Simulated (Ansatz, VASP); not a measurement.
# Nb: VASP beside Ansatz

```xyz
1
Lattice="-1.6500 1.6500 1.6500 1.6500 -1.6500 1.6500 1.6500 1.6500 -1.6500" Properties=species:S:1:pos:R:3 pbc="T T T"
Nb    0.0000    0.0000    0.0000
```

Alike in both runs: task single point; functional PBE; k mesh 14 × 14 × 14; occupations gaussian, width 0.05 eV; no spin polarisation.

|  | VASP | Ansatz |
| --- | --- | --- |
| version | VASP 6.6.1 | Ansatz 0.2.0 |
| potentials or method | VASP PAW PBE potentials, release 64 (Nb_sv), cutoff 520 eV | scalar-relativistic, plane waves, PAW |
| valence electrons in the cell | 13 | 13 |

Ansatz gave:

```
gap on the k mesh at the Fermi level (eV) : none
pressure (GPa)                            : 1.8
```

Task: Estimate VASP's values.

Result: gap on the k mesh at the Fermi level (eV): none; pressure (GPa): 1.5.

A gap of «none» marks a metal or a gap that the smearing closes. With one functional, cell and mesh, what is left measures potentials, basis and numerics.
